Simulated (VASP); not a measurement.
Here is a VASP 6.6.1 calculation.

The input POSCAR:

```
MgO
1.0
    2.9183020482      0.0000000000      0.0000000000
   -1.4591510241      2.5273237096      0.0000000000
    0.0000000000      0.0000000000      2.6616950286
Mg O
1 1
Direct
    0.0000000000      0.0000000000      0.0000000000
    0.3333333333      0.6666666667      0.5000000000
```

File INCAR.step1:

```
SYSTEM = MgO
PREC     = Accurate       ! precision mode
ENCUT    = 520            ! plane-wave cutoff, eV
EDIFF    = 1E-5           ! SCF threshold, eV
ISMEAR   = -1             ! smearing method
SIGMA    = 0.05           ! smearing width, eV
LREAL    = .FALSE.        ! projectors in reciprocal space
LASPH    = .TRUE.         ! aspherical terms in the spheres
NELM     = 80             ! most SCF steps
ALGO     = Normal         ! electronic algorithm
ISIF     = 2              ! what is computed and relaxed
LWAVE    = .TRUE.         ! write WAVECAR
LCHARG   = .FALSE.        ! write CHGCAR
GGA      = PE             ! functional
NBANDS   = 11             ! bands
```

The input INCAR.step2:

```
SYSTEM = MgO
PREC     = Accurate       ! precision mode
ENCUT    = 520            ! plane-wave cutoff, eV
EDIFF    = 1E-6           ! SCF threshold, eV
ISMEAR   = -1             ! smearing method
SIGMA    = 0.05           ! smearing width, eV
LREAL    = .FALSE.        ! projectors in reciprocal space
LASPH    = .TRUE.         ! aspherical terms in the spheres
NELM     = 80             ! most SCF steps
ALGO     = Normal         ! electronic algorithm
ISIF     = 2              ! what is computed and relaxed
LWAVE    = .FALSE.        ! write WAVECAR
LCHARG   = .FALSE.        ! write CHGCAR
GGA      = PE             ! functional
LHFCALC  = .TRUE.         ! exact exchange
AEXX     = 0.25           ! exact-exchange fraction
PRECFOCK = Normal       
ISTART   = 1            
NBANDS   = 11             ! bands
```

File KPOINTS:

```
regular mesh
0
G
  6 6 6
  0 0 0
```

Potentials or basis: VASP PAW PBE potentials, release 64 (Mg, O).

Launch:

```console
$ cat potpaw_PBE.64/Mg/POTCAR potpaw_PBE.64/O/POTCAR > POTCAR
$ cp INCAR.step1 INCAR
$ mpirun -np 1 vasp_std > vasp.out
$ cp INCAR.step2 INCAR
$ mpirun -np 1 vasp_std > vasp.out
```

Problem. What does it give for the band gap on the k mesh?

Solution. 5.48 eV (least direct gap 5.91 eV).

Problem. Estimate the pressure.

Solution. -3.2 GPa.

Stress tensor (GPa, compression positive):
```
-3.00  0.00  0.00
 0.00 -3.00  0.00
 0.00  0.00 -3.66
```

Caveat: the cell stands under tension; the PAW data sets were made with another functional, which shifts forces and pressure a little. A k mesh can miss the band edges.
